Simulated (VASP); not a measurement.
A run of VASP 6.6.1 is set up as follows.

File INCAR:

```
SYSTEM = CdS
ALGO = Normal ; EDIFF = 1E-7
ENCUT = 520 ; GGA = PE
ISIF = 2 ; ISMEAR = 0
LASPH = .True. ; LCHARG = .False.
LREAL = .False. ; LWAVE = .False.
NBANDS = 16 ; NELM = 60
PREC = Accurate ; SIGMA = 0.03
```

Contents of KPOINTS:

```
k-points
0
Gamma
  12 12 12
  0 0 0
```

Contents of POSCAR:

```
CdS
1.0
    0.0000000000      2.4529850328      3.4685208364
    2.4529850328      0.0000000000      3.4685208364
    2.4529850328      2.4529850328      0.0000000000
Cd S
1 1
Direct
    0.0000000000      0.0000000000      0.0000000000
    0.5000000000      0.5000000000      0.5000000000
```

Potentials or basis: VASP PAW PBE potentials, release 64 (Cd, S).

Command:

```console
$ cat potpaw_PBE.64/Cd/POTCAR potpaw_PBE.64/S/POTCAR > POTCAR
$ mpirun -np 1 vasp_std > vasp.out
```

Question: Estimate the pressure.

Answer: 15.8 GPa.

Question: Estimate the band gap on the k mesh.

Answer: Zero (band 9 reaches 3.91 eV, above the bottom of band 10 at 3.02 eV).

Stress tensor (GPa, compression positive):
```
24.91  0.00  0.00
 0.00 24.91  0.00
 0.00  0.00 -2.32
```
